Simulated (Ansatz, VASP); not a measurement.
Two plane-wave programs on MgS

INCAR

```
SYSTEM = MgS
ALGO     = Normal         ! electronic algorithm
EDIFF    = 1E-6           ! SCF threshold, eV
ENCUT    = 520            ! plane-wave cutoff, eV
GGA      = PE             ! functional
ISIF     = 2              ! what is computed and relaxed
ISMEAR   = 0              ! smearing method
LASPH    = .TRUE.         ! aspherical terms in the spheres
LCHARG   = .FALSE.        ! write CHGCAR
LREAL    = .FALSE.        ! projectors in reciprocal space
LWAVE    = .FALSE.        ! write WAVECAR
NBANDS   = 16             ! bands
NELM     = 80             ! most SCF steps
PREC     = Accurate       ! precision mode
SIGMA    = 0.01           ! smearing width, eV
```

KPOINTS

```
k-points
0
G
  6 6 4
  0 0 0
```

POSCAR

```
MgS
1.0
    4.3189569112      0.0000000000      0.0000000000
   -2.1594784556      3.7403264030      0.0000000000
    0.0000000000      0.0000000000      5.3202912927
Mg S
2 2
Direct
    0.3333333333      0.6666666667      0.2500000000
    0.6666666667      0.3333333333      0.7500000000
    0.6666666667      0.3333333333      0.2500000000
    0.3333333333      0.6666666667      0.7500000000
```

Input for Ansatz:

```yaml
crystal:
  lattice:
    - [4.3189569112, 0.0, 0.0]
    - [-2.1594784556, 3.740326403, 0.0]
    - [0.0, 0.0, 5.3202912927]
  atoms:
    - { symbol: Mg, position: [0.3333333333, 0.6666666667, 0.25] }
    - { symbol: Mg, position: [0.6666666667, 0.3333333333, 0.75] }
    - { symbol: S, position: [0.6666666667, 0.3333333333, 0.25] }
    - { symbol: S, position: [0.3333333333, 0.6666666667, 0.75] }
kpoints:
  mp_grid: { grid: [6, 6, 4] }
hamiltonian:
  xc: pbe
scf:
  occupations: { method: fixed }
  n_extra_bands: 5
output:
  forces: true
  stress: true
  eigenvalues: true
```

Alike in both runs: task single point; functional PBE; k mesh 6 × 6 × 4; no spin polarisation.

```csv
,VASP,Ansatz
version,VASP 6.6.1,Ansatz 0.2.0
potentials or method,"VASP PAW PBE potentials, release 64 (Mg, S)","plane waves, PAW"
plane-wave cutoff (eV),520,420
occupations,"gaussian, width 0.01 eV",fixed
valence electrons in the cell,16,32
```

Ansatz gave:

```
gap on the k mesh at the Fermi level (eV) : 2.92
pressure (GPa)                            : 0.0
```

**Question.** What did VASP give for the same quantities?

**Answer.** gap on the k mesh at the Fermi level (eV): 2.91; pressure (GPa): -0.2.

VASP's potentials hold 16 valence electrons a cell and Ansatz's 32, so a difference there can come from the potentials and not from the codes.
